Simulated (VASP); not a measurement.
Here is a VASP 6.6.1 calculation.

INCAR

```
SYSTEM = Si8NO14
  PREC = Accurate
  ENCUT = 520
  EDIFF = 1E-7
  ISMEAR = 0
  SIGMA = 0.05
  LREAL = Auto
  LASPH = .True.
  NELM = 60
  ALGO = Normal
  ISIF = 2
  LWAVE = .False.
  LCHARG = .True.
  GGA = PE
  LELF = .True.
  LVHAR = .True.
  NBANDS = 78
  NELECT = 122.0
```

The input KPOINTS:

```
regular mesh
0
Gamma
  2 2 2
  0 0 0
```

POSCAR

```
Si8NO14
1.0
   -4.1667000000     -4.1667000000      0.0000000000
    4.1667000000     -4.1667000000      0.0000000000
    0.0000000000      0.0000000000      5.3290000000
Si O N
8 14 1
Direct
    0.4993208054      0.5003544772     -0.0040138863
   -0.0006791946      0.5006830345      0.2506087446
    0.4993206854      0.5003548372      0.5052296866
   -0.0006791946      0.5003491972      0.7506081816
   -0.0006802746      0.0003615571     -0.0290923250
    0.4993200854      0.0003830369      0.2506078063
   -0.0006807546      0.0003387573      0.5302978045
    0.4993202054      0.0003958768      0.7506070557
    0.2003568771      0.5002776778     -0.0140332145
    0.7982841337      0.5002773178     -0.0140334021
    0.2003575971      0.5002762378      0.5152495778
   -0.0006793146      0.1997116423      0.7505961719
    0.7982834137      0.5002758778      0.5152497654
   -0.0006796746      0.8009679123      0.7506123100
    0.6897637219      0.0003701970     -0.0110435354
    0.4993208054      0.6951297190      0.2506072434
    0.3088771690      0.0003699570     -0.0110435354
    0.4993204454      0.3055740754      0.2506081816
    0.6897628819      0.0003659971      0.5122583974
    0.4993204454      0.6957360741      0.7506081816
    0.3088782490      0.0003657571      0.5122583974
    0.4993202054      0.3049774402      0.7506079940
   -0.0006788346      0.0002900377      0.2506025521
```

Potentials or basis: VASP PAW PBE potentials, release 64 (Si, O, N).

Run with:

```bash
$ cat potpaw_PBE.64/Si/POTCAR potpaw_PBE.64/O/POTCAR potpaw_PBE.64/N/POTCAR > POTCAR
$ mpirun -np 1 vasp_std > vasp.out
```

Q: Estimate the largest force.

A: 0.344 eV/Å.

Forces on the atoms (eV/Å):
```
Si  -0.001  0.001  0.033
Si  -0.001  0.001  0.000
Si  -0.001  0.001 -0.033
Si  -0.004  0.004  0.000
Si   0.001 -0.001 -0.040
Si  -0.001  0.001  0.000
Si   0.002 -0.002  0.040
Si  -0.002  0.002  0.001
O   -0.053 -0.055 -0.336
O    0.055  0.053 -0.336
O   -0.054 -0.056  0.335
O   -0.025  0.025  0.001
O    0.056  0.054  0.335
O    0.022 -0.022  0.001
O   -0.019 -0.019  0.037
O   -0.023  0.023  0.002
O    0.019  0.019  0.037
O    0.023 -0.023 -0.001
O   -0.019 -0.019 -0.039
O    0.127 -0.127  0.001
O    0.019  0.019 -0.039
O   -0.125  0.125  0.001
N    0.003 -0.003  0.000
```

Caveat: the k points lie up to 0.59 Å⁻¹ apart; the cell carries a net charge on a neutralising background, which shifts energy and pressure.
